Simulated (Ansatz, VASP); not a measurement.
**Two plane-wave programs on ZrB2**

```
Zr B
1.0
     3.17068    0.00000    0.00000
    -1.58534    2.74589    0.00000
     0.00000    0.00000    3.54354
Zr B
1 2
Direct
  0.00000 0.00000 0.00000
  0.33333 0.66667 0.50000
  0.66667 0.33333 0.50000
```

Alike in both runs: task relaxation of cell and atoms; functional PBE; k mesh 12 × 12 × 12; occupations fermi-dirac, width 0.15 eV; no spin polarisation.

|  | VASP | Ansatz |
| --- | --- | --- |
| version | VASP 6.6.1 | Ansatz 0.2.0 |
| potentials or method | VASP PAW PBE potentials, release 64 (Zr_sv, B), cutoff 600 eV | scalar-relativistic, plane waves, PAW |
| valence electrons in the cell | 18 | 18 |

|  | VASP | Ansatz | Ansatz less VASP |
| --- | --- | --- | --- |
| gap on the k mesh at the Fermi level, each at its own relaxed structure (eV) | none | none | - |
| relaxed volume (Å³/atom) | 10.29 | 10.29 | -0.005 |
| relaxed cell length with the largest relative difference (Å) | 3.544 | 3.543 | -0.0009 |

A gap of «none» marks a metal or a gap that the smearing closes.
